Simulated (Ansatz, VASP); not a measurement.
## Two plane-wave programs on In

Contents of INCAR:

```
ALGO = Normal ; EDIFF = 1E-8
ENCUT = 520 ; ISIF = 2
ISMEAR = -1 ; LASPH = T
LCHARG = F ; LEFG = T
LREAL = F ; LWAVE = F
NBANDS = 12 ; NELM = 60
PREC = Accurate ; SIGMA = 0.05
```

Contents of KPOINTS:

```
k-points
0
Gamma
  14 14 14
```

POSCAR

```
In
1.0
   -1.6580433912      1.6580433912      2.5224711420
    1.6580433912     -1.6580433912      2.5224711420
    1.6580433912      1.6580433912     -2.5224711420
In
1
Direct
    0.0000000000      0.0000000000      0.0000000000
```

Input for Ansatz:

```yaml
crystal:
  lattice:
    - [-1.6580433912, 1.6580433912, 2.522471142]
    - [1.6580433912, -1.6580433912, 2.522471142]
    - [1.6580433912, 1.6580433912, -2.522471142]
  atoms:
    - { symbol: In, position: [0.0, 0.0, 0.0] }
kpoints:
  mp_grid: { grid: [14, 14, 14] }
scf:
  occupations: { method: fermi_dirac, width: 0.05 }
hamiltonian:
  xc: lda
  pseudopotentials: { kind: paw }
output:
  forces: true
  stress: true
  eigenvalues: true
  efg: { contact_densities: true }
  write_density: true
  write_potential: true
  elf: true
  volumetric_format: npy
```

Change from the starting cell: volume scaled by 1.06, PAW files.

Alike in both runs: task electric field gradients; functional LDA; k mesh 14 × 14 × 14; occupations fermi-dirac, width 0.05 eV; no spin polarisation.

```csv
,VASP,Ansatz
version,VASP 6.6.1,Ansatz 0.2.0
potentials or method,"VASP PAW LDA potentials, release 64 (In_d)","PAW with Ansatz's default frozen-core files, scalar-relativistic"
plane-wave cutoff (eV),520,420
valence electrons in the cell,13,13
```

```csv
,VASP,Ansatz,Ansatz less VASP
pressure (GPa),-4.5,-4.5,+0.02
"traceless stress, the component that is largest in VASP (GPa)",0.24,0.24,+0.002
size of Vzz on the site where it differs most (V/Å²),19.9,19.8,-0.06
```

LDA's correlation is that of Perdew and Zunger in VASP and of Perdew and Wang (1992) in Ansatz.
